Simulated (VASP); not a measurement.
# SiC in VASP: further runs

SiC is run at these levels: PBE, r2SCAN; tasks: single point.

All numbers are computed with VASP 6.6.1; they aren't measurements. Logs are shortened: lines on timing, memory, paths and dates and some standing lists are left out, and cuts for length are marked.

## (1) The cell of the first run

It takes space group I-4m2 (No. 119, tetragonal). The conventional cell has a = 3.080 Å, b = 3.080 Å, c = 4.286 Å, α = 90.00°, β = 90.00°, γ = 90.00°. Within 2.5 Å of Si (site symmetry -4m2) lie 4 C at 1.88 Å. Within 2.5 Å of C (site symmetry -4m2) lie 4 Si at 1.88 Å.

## (2) Single point, PBE (uniaxial x strain -1.6%)

File INCAR:

```
  ALGO = Normal
  EDIFF = 1E-6
  ENCUT = 520
  GGA = PE
  ISIF = 2
  ISMEAR = -1
  LASPH = True
  LCHARG = False
  LREAL = False
  LWAVE = False
  NBANDS = 11
  NELM = 60
  PREC = Accurate
  SIGMA = 0.02
```

File KPOINTS:

```
k-points
0
Gamma
  10 10 10
```

File POSCAR:

```
SiC
1.0
    0.0000000000      2.1780523476      2.1780523476
    2.1429857048      0.0000000000      2.1780523476
    2.1429857048      2.1780523476      0.0000000000
Si C
1 1
Direct
    0.0000000000      0.0000000000      0.0000000000
    0.2500000000      0.2500000000      0.2500000000
```

Potentials or basis: VASP PAW PBE potentials, release 64 (Si, C).

Run with:

```sh
$ cat potpaw_PBE.64/Si/POTCAR potpaw_PBE.64/C/POTCAR > POTCAR
$ mpirun -np 1 vasp_std > vasp.out
```

OUTCAR:

```text
EDIFF = 1E-6
   ENCUT = 520
   GGA = PE
   ISIF = 2
   ISMEAR = -1
   LASPH = True
   LREAL = False
   NELM = 60
   PREC = Accurate

 ion  position               nearest neighbor table
   1  0.000  0.000  0.000-   2 1.88   2 1.88   2 1.88   2 1.88
   2  0.250  0.250  0.250-   1 1.88   1 1.88   1 1.88   1 1.88

  LATTYP: Found a body centered tetragonal cell.
 ALAT       =     3.0802311695
 C/A-ratio  =     1.3914447240

  Lattice vectors:

 A1 = (  -2.1429857048,   0.0000000000,  -2.1780523476)
 A2 = (  -2.1429857048,   0.0000000000,   2.1780523476)
 A3 = (   2.1429857048,   2.1780523476,   0.0000000000)

Analysis of symmetry for initial positions (statically):
=====================================================================
 Subroutine PRICEL returns:
 Original cell was already a primitive cell.

 Routine SETGRP: Setting up the symmetry group for a
 body centered tetragonal supercell.

 Subroutine GETGRP returns: Found  8 space group operations
 (whereof  8 operations were pure point group operations)
 out of a pool of 16 trial point group operations.

The static configuration has the point symmetry D_2d.

Analysis of symmetry for dynamics (positions and initial velocities):
=====================================================================
 Subroutine PRICEL returns:
 Original cell was already a primitive cell.

 Routine SETGRP: Setting up the symmetry group for a
 body centered tetragonal supercell.

 Subroutine GETGRP returns: Found  8 space group operations
 (whereof  8 operations were pure point group operations)
 out of a pool of 16 trial point group operations.

The dynamic configuration has the point symmetry D_2d.

 Subroutine INISYM returns: Found  8 space group operations
 (whereof  8 operations are pure point group operations),
 and found     1 'primitive' translations

----------------------------------------------------------------------------------------

                                     Primitive cell

  volume of cell :      20.3323

  direct lattice vectors                    reciprocal lattice vectors
     0.000000000  2.178052348  2.178052348    -0.233319335  0.229562894  0.229562894
     2.142985705  0.000000000  2.178052348     0.233319335 -0.229562894  0.229562894
     2.142985705  2.178052348  0.000000000     0.233319335  0.229562894 -0.229562894

  length of vectors
[... 82 lines left out ...]
   EDIFF  = 0.1E-05   stopping-criterion for ELM
   LREAL  =      F    real-space projection
   EDIFFG = 0.1E-04   stopping-criterion for IOM
   NSW    =      0    number of steps for IOM
   IBRION =     -1    ionic relax: 0-MD 1-quasi-New 2-CG
   NFREE  =      0    steps in history (QN), initial steepest desc. (CG)
   ISIF   =      2    stress and relaxation
   ISYM   =      2    0-nonsym 1-usesym 2-fastsym
   POTIM  = 0.5000    time-step for ionic-motion
   TEBEG  =    0.0;   TEEND  =   0.0 temperature during run
   PSTRESS=    0.0 pullay stress
   NELECT =       8.0000    total number of electrons
   NUPDOWN=      -1.0000    fix difference up-down
   EMIN   =  10.00;   EMAX   =-10.00  energy-range for DOS
   EFERMI =   0.00;   METHOD = LEGACY
   ISMEAR =    -1;   SIGMA  =   0.02  broadening in eV -4-tet -1-fermi 0-gaus
   EFERMI_NEDOS =   21; number of points for ismear=-14 and -15
   IALGO  =     38    algorithm
   IMIX   =      4    mixing-type and parameters
     AMIX     =   0.40;   BMIX     =  1.00
     AMIX_MAG =   1.60;   BMIX_MAG =  1.00
  volume/ion in A,a.u.               =      10.17        68.60
  Fermi-wavevector in a.u.,A,eV,Ry     =   1.199618  2.266949 19.579907  1.439083
  Thomas-Fermi vector in A             =   2.335476
   LORBIT       =      0    0 simple, 1 ext, 2 COOP (PROOUT), +10 PAW based schemes
   GGA     = PE    functional components
   LHFCALC =     F    Hartree Fock is set to
   AEXX    =    0.0000 exact exchange contribution
   IVDW    =     0    specifies the selected vdW correction
   LEPSILON=     F    determine dielectric tensor
   LRPA    =     F    only Hartree local field effects (RPA)
 non-spin polarized calculation
  energy-cutoff  :      520.00
  volume of cell :       20.33
 maximum number of plane-waves:       560
   NGX = 11   NGY = 11   NGZ = 11

 number of electron       8.0000000 magnetization

 Free energy of the ion-electron system (eV)
  ---------------------------------------------------
  ext. energy  EPLUGINS =         0.00000000
  ---------------------------------------------------
  free energy    TOTEN  =       -15.04308352 eV

  energy without entropy =      -15.04308352  energy(sigma->0) =      -15.04308352

 E-fermi :   8.7859     XC(G=0): -11.4334

 val. band max:        8.3778808501   @ k =   0.0000   0.0000   0.0000
 cond. band min:       9.5480332909   @ k =   0.0000   0.5000   0.5000
 fundamental gap:      1.1701524408
 Fermi energy:         8.7858728655

 k-point     1 :       0.0000    0.0000    0.0000
  band No.  band energies     occupation
      1      -7.2363      2.00000
      2       8.2701      2.00000
      3       8.2701      2.00000
      4       8.3779      2.00000
      5      14.7436      0.00000
      6      15.7078      0.00000
      7      15.7511      0.00000
      8      15.7511      0.00000
      9      22.6658      0.00000
     10      23.1516      0.00000
     11      25.0606      0.00000
[... 309 lines left out ...]
 k-point    24 :       0.4000    0.3000    0.0000
  band No.  band energies     occupation
      1      -4.0768      2.00000
      2       2.6629      2.00000
      3       5.1431      2.00000
      4       5.7088      2.00000
      5      11.2223      0.00000
      6      14.0872      0.00000
      7      19.9897      0.00000
      8      20.5353      0.00000
      9      22.2262      0.00000
     10      26.5834      0.00000
     11      29.7903      0.00000

 [... further k-points ...]
[... 5 lines left out ...]
  --------------------------------------------------------------------------------------
  -------------------------------------------------------------------------------------
  Total        1.2643062      0.7518981      0.7518981      0.0000000      0.0000000      0.0000000
  in kB       99.6269744     59.2493589     59.2493589      0.0000000      0.0000000      0.0000000
  external PRESSURE =      72.7085640 kB  Pullay stress =       0.0000000 kB

 VOLUME and BASIS-vectors are now :
 -----------------------------------------------------------------------------
  energy-cutoff  :      520.00
  volume of cell :       20.33
      direct lattice vectors                 reciprocal lattice vectors
     0.000000000  2.178052348  2.178052348    -0.233319335  0.229562894  0.229562894
     2.142985705  0.000000000  2.178052348     0.233319335 -0.229562894  0.229562894
     2.142985705  2.178052348  0.000000000     0.233319335  0.229562894 -0.229562894

 POSITION                                       TOTAL-FORCE (eV/Angst)
 -----------------------------------------------------------------------------------
      0.00000      0.00000      0.00000         0.000000     -0.000000     -0.000000
      1.07149      1.08903      1.08903        -0.000000      0.000000      0.000000
 -----------------------------------------------------------------------------------
    total drift:                               -0.000000      0.000000      0.000000

  FREE ENERGIE OF THE ION-ELECTRON SYSTEM (eV)
  ---------------------------------------------------
  free  energy   TOTEN  =       -15.0430835227 eV

  energy  without entropy=      -15.0430835227  energy(sigma->0) =      -15.04308352
```

OSZICAR:

```text
N       E                     dE             d eps       ncg     rms          rms(c)
DAV:   1     0.383032216889E+01    0.38303E+01   -0.39767E+03  2308   0.615E+02
DAV:   2    -0.162885630175E+02   -0.20119E+02   -0.19070E+02  2815   0.110E+02
DAV:   3    -0.169449049033E+02   -0.65634E+00   -0.65521E+00  2760   0.165E+01
DAV:   4    -0.169473198308E+02   -0.24149E-02   -0.24148E-02  2640   0.127E+00
DAV:   5    -0.169473303708E+02   -0.10540E-04   -0.10540E-04  2755   0.789E-02    0.899E+00
DAV:   6    -0.151057099611E+02    0.18416E+01   -0.65190E+00  2517   0.115E+01    0.400E+00
DAV:   7    -0.150507414584E+02    0.54969E-01   -0.40896E-01  2699   0.364E+00    0.182E+00
DAV:   8    -0.150428746259E+02    0.78668E-02   -0.20679E-02  2538   0.957E-01    0.171E-01
DAV:   9    -0.150429734077E+02   -0.98782E-04   -0.16239E-03  2835   0.230E-01    0.114E-01
DAV:  10    -0.150430809859E+02   -0.10758E-03   -0.23000E-04  2541   0.928E-02    0.264E-02
DAV:  11    -0.150430831307E+02   -0.21448E-05   -0.40046E-05  2721   0.332E-02    0.687E-03
DAV:  12    -0.150430835227E+02   -0.39204E-06   -0.18304E-06  2157   0.817E-03
   1 F= -.15043084E+02 E0= -.15043084E+02  d E =-.122742E-11
```

Run time: 6.2 s. Hardware: 1 thread of Intel Xeon 6975P-C (Granite Rapids), shared host; peak memory 0.14 GiB.

Results:

- Free energy: -15.0431 eV
- Pressure: 7.3 GPa
- Band gap on the k mesh: 1.17 eV, indirect (least direct gap 4.54 eV)

Stress tensor (GPa, compression positive):
```
9.96 0.00 0.00
0.00 5.92 0.00
0.00 0.00 5.92
```

Levels at points of the mesh, in eV from the valence-band top:
```
           k point  band 2  band 3  band 4  band 5  band 6  band 7
(0.00, 0.00, 0.00)   -0.11   -0.11    0.00    6.37    7.33    7.37
(0.50, 0.00, 0.00)   -8.70   -1.23   -1.03    5.50    7.10    7.38
(0.50, 0.50, 0.00)   -7.99   -3.24   -3.22    1.32    4.41   13.93
(0.00, 0.50, 0.50)   -7.79   -3.41   -3.41    1.17    4.12   14.12
```

Caveat: the cell differs from its parent crystal (uniaxial x strain -1.6%). A k mesh can miss the band edges.

## (3) Single point, PBE (biaxial xy strain +1.5%)

File INCAR:

```
SYSTEM = SiC
ALGO = Normal
EDIFF = 1E-6
ENCUT = 520
GGA = PE
ISIF = 2
ISMEAR = -1
LASPH = .TRUE.
LCHARG = .TRUE.
LELF = .TRUE.
LREAL = .FALSE.
LVHAR = .TRUE.
LWAVE = .FALSE.
NBANDS = 11
NELM = 80
PREC = Accurate
SIGMA = 0.02
```

File KPOINTS:

```
k-points
0
G
  10 10 10
  0 0 0
```

File POSCAR:

```
SiC
1.0
    0.0000000000      2.2115943538      2.1780523476
    2.2115943538      0.0000000000      2.1780523476
    2.2115943538      2.2115943538      0.0000000000
Si C
1 1
Direct
    0.0000000000      0.0000000000      0.0000000000
    0.2500000000      0.2500000000      0.2500000000
```

Potentials or basis: VASP PAW PBE potentials, release 64 (Si, C).

Run with:

```sh
$ cat potpaw_PBE.64/Si/POTCAR potpaw_PBE.64/C/POTCAR > POTCAR
$ mpirun -np 1 vasp_std > vasp.out
```

Wall time 6.6 s (1 thread of Intel Xeon 6975P-C (Granite Rapids), shared host); peak memory 0.14 GiB.

The run converged. Its results:

```yaml
Free_energy: -15.0554 eV
Pressure: -3.0 GPa
Band_gap_on_the_k_mesh: 1.23 eV, indirect (least direct gap 4.49 eV)
```

Stress tensor (GPa, compression positive):
```
-4.29  0.00  0.00
 0.00 -4.29  0.00
 0.00  0.00 -0.49
```

Levels at points of the mesh, in eV from the valence-band top:
```csv
k point,band 2,band 3,band 4,band 5,band 6,band 7
"(0.00, 0.00, 0.00)",-0.10,-0.10,0.00,5.82,7.01,7.05
"(0.50, 0.00, 0.00)",-8.44,-1.20,-1.02,5.08,6.93,7.17
"(0.50, 0.50, 0.00)",-7.65,-3.30,-3.30,1.23,3.98,13.59
"(0.50, 0.00, 0.50)",-7.83,-3.15,-3.13,1.36,4.24,13.42
```

Caveat: the cell differs from its parent crystal (biaxial xy strain +1.5%).

## (4) Single point, PBE (epitaxial 111 strain -2.2%)

File INCAR:

```
PREC     = Accurate       # precision mode
ENCUT    = 520            # plane-wave cutoff, eV
EDIFF    = 1E-6           # SCF threshold, eV
ISMEAR   = -1             # smearing method
SIGMA    = 0.02           # smearing width, eV
LREAL    = F              # projectors in reciprocal space
LASPH    = T              # aspherical terms in the spheres
NELM     = 60             # most SCF steps
ALGO     = Normal         # electronic algorithm
ISIF     = 2              # what is computed and relaxed
LWAVE    = F              # write WAVECAR
LCHARG   = F              # write CHGCAR
GGA      = PE             # functional
NBANDS   = 11             # bands
```

File KPOINTS:

```
Automatic mesh
0
Gamma
  10 10 10
```

File POSCAR:

```
SiC
1.0
    0.0387500500      2.1684496355      2.1684496355
    2.1684496355      0.0387500500      2.1684496355
    2.1684496355      2.1684496355      0.0387500500
Si C
1 1
Direct
    0.0009017569      0.0009017569      0.0009017569
    0.2490982431      0.2490982431      0.2490982431
```

Run with:

```sh
$ cat potpaw_PBE.64/Si/POTCAR potpaw_PBE.64/C/POTCAR > POTCAR
$ mpirun -np 1 vasp_std > vasp.out
```

Wall time 6.6 s (1 thread of Intel Xeon 6975P-C (Granite Rapids), shared host); peak memory 0.14 GiB.

It converged, with:

| Quantity | Value |
| --- | --- |
| Free energy | -14.9987 eV |
| Pressure | 13.5 GPa |
| Largest force | 0.027 eV/Å |
| Band gap on the k mesh | 1.20 eV, indirect (least direct gap 4.40 eV) |

Forces on the atoms (eV/Å):
```
Si   0.016  0.016  0.016
C   -0.016 -0.016 -0.016
```

Stress tensor (GPa, compression positive):
```
13.46 -4.84 -4.84
-4.84 13.46 -4.84
-4.84 -4.84 13.46
```

Levels at points of the mesh, in eV from the valence-band top:
```csv
k point,band 1,band 2,band 3,band 4,band 5,band 6,band 7,band 8
"(0.00, 0.00, 0.00)",-15.84,-0.30,0.00,0.00,6.31,7.43,7.71,7.71
"(0.50, 0.00, 0.00)",-12.04,-8.83,-1.29,-1.15,5.56,7.08,7.36,10.15
"(0.50, 0.50, 0.00)",-10.62,-8.03,-3.53,-3.20,1.20,4.39,14.33,14.38
"(0.50, 0.50, 0.50)",-12.31,-8.96,-0.97,-0.97,6.11,7.56,7.56,10.30
```

Caveat: the cell differs from its parent crystal (epitaxial 111 strain -2.2%). A k mesh can miss the band edges.

(Part 1 of 3 ends here.)
